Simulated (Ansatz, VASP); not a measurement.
# Ir4Pt3 in VASP and in Ansatz

```xyz
7
Lattice="5.1146 0.0000 0.0000 0.0000 5.1146 0.0000 0.0000 0.0000 5.1146" Properties=species:S:1:pos:R:3 pbc="T T T"
Ir    2.5573    2.5573    2.5573
Ir    2.5573    0.0000    0.0000
Ir    0.0000    2.5573    0.0000
Ir    0.0000    0.0000    2.5573
Pt    2.5573    2.5573    0.0000
Pt    0.0000    2.5573    2.5573
Pt    2.5573    0.0000    2.5573
```

Change from the starting cell: species swapped into the W3N4 type (Pm-3m, No. 221).

Alike in both runs: functional PBE; k mesh 4 × 4 × 4; occupations gaussian, width 0.2 eV; no spin polarisation.

Ansatz relaxed the structure, and its values are those at the end. VASP's run is a single point on that final structure, the one shown.

```csv
,VASP,Ansatz
version,VASP 6.6.1,Ansatz 0.2.0
potentials or method,"VASP PAW PBE potentials, release 64 (Ir, Pt), cutoff 500 eV","scalar-relativistic, plane waves, PAW"
valence electrons in the cell,66,122
```

|  | VASP | Ansatz | Ansatz less VASP |
| --- | --- | --- | --- |
| gap on the k mesh at the Fermi level (eV) | none | none | - |
| pressure (GPa) | -0.1 | 0.1 | +0.19 |

A gap of «none» marks a metal or a gap that the smearing closes. With one functional, cell and mesh, what is left measures potentials, basis and numerics. VASP's potentials hold 66 valence electrons a cell and Ansatz's 122, so a difference there can come from the potentials and not from the codes.

Spin-orbit coupling is off throughout.
